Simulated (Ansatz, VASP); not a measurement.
One calculation of Cu2Ni3, two programs

File INCAR:

```
ALGO = Normal ; EDIFF = 1E-6
ENCUT = 520 ; GGA = PE
ISIF = 2 ; ISMEAR = 0
ISPIN = 2 ; LASPH = True
LCHARG = False ; LMAXMIX = 4
LORBIT = 11 ; LREAL = False
LWAVE = False ; MAGMOM = 0 0 2 2 2
NBANDS = 38 ; NELM = 150
PREC = Accurate ; SIGMA = 0.1
```

Contents of KPOINTS:

```
k-points
0
Gamma
  6 6 6
```

The input POSCAR:

```
Cu2Ni3
1.0
    1.2534051400      0.7236538000     10.2340101500
   -1.2534051400      0.7236538000     10.2340101500
    0.0000000000     -1.4473075900     10.2340101500
Cu Ni
2 3
Direct
    0.2000000000      0.2000000000      0.2000000000
    0.8000000000      0.8000000000      0.8000000000
    0.4000000000      0.4000000000      0.4000000000
    0.0000000000      0.0000000000      0.0000000000
    0.6000000000      0.6000000000      0.6000000000
```

Input for Ansatz:

```yaml
crystal:
  lattice:
    - [1.25340514, 0.7236538, 10.23401015]
    - [-1.25340514, 0.7236538, 10.23401015]
    - [0.0, -1.44730759, 10.23401015]
  atoms:
    - { symbol: Cu, position: [0.2, 0.2, 0.2] }
    - { symbol: Cu, position: [0.8, 0.8, 0.8] }
    - { symbol: Ni, position: [0.4, 0.4, 0.4], spin: 2.0 }
    - { symbol: Ni, position: [0.0, 0.0, 0.0], spin: 2.0 }
    - { symbol: Ni, position: [0.6, 0.6, 0.6], spin: 2.0 }
basis:
  ecutwfc: 420
kpoints:
  mp_grid: { grid: [6, 6, 6] }
hamiltonian:
  xc: pbe
scf:
  occupations: { method: gaussian, width: 0.1 }
  lower_state_search: "off"
output:
  forces: true
  stress: true
  eigenvalues: true
  populations: true
magnetization:
  spin_polarized: true
```

Alike in both runs: task single point; functional PBE; k mesh 6 × 6 × 6; occupations gaussian, width 0.1 eV; collinear spin.

|  | VASP | Ansatz |
| --- | --- | --- |
| version | VASP 6.6.1 | Ansatz 0.2.0 |
| potentials or method | VASP PAW PBE potentials, release 64 (Cu, Ni), cutoff 520 eV | scalar-relativistic, plane waves, PAW |
| valence electrons in the cell | 52 | 92 |

```tsv
	VASP	Ansatz	Ansatz less VASP
gap on the k mesh at the Fermi level (eV)	none	none	-
pressure (GPa)	1.6	1.4	-0.12
traceless stress, the component that is largest in VASP (GPa)	0.38	0.37	-0.015
rms of the force components (eV/Å)	0.152	0.148	-0.0041
net moment per atom (μB)	0.27	0.27	+0.002
size of the moment on the site where the two differ most (μB)	0.66	0.69	+0.032
```

Site moments also hang on the region over which each program counts them. Atom by atom the forces differ by 0.005 eV/Å (rms over components). A gap of «none» marks a metal or a gap that the smearing closes. VASP's potentials hold 52 valence electrons a cell and Ansatz's 92, so a difference there can come from the potentials and not from the codes.

The k mesh is coarse, so the values compare programs but aren't converged.
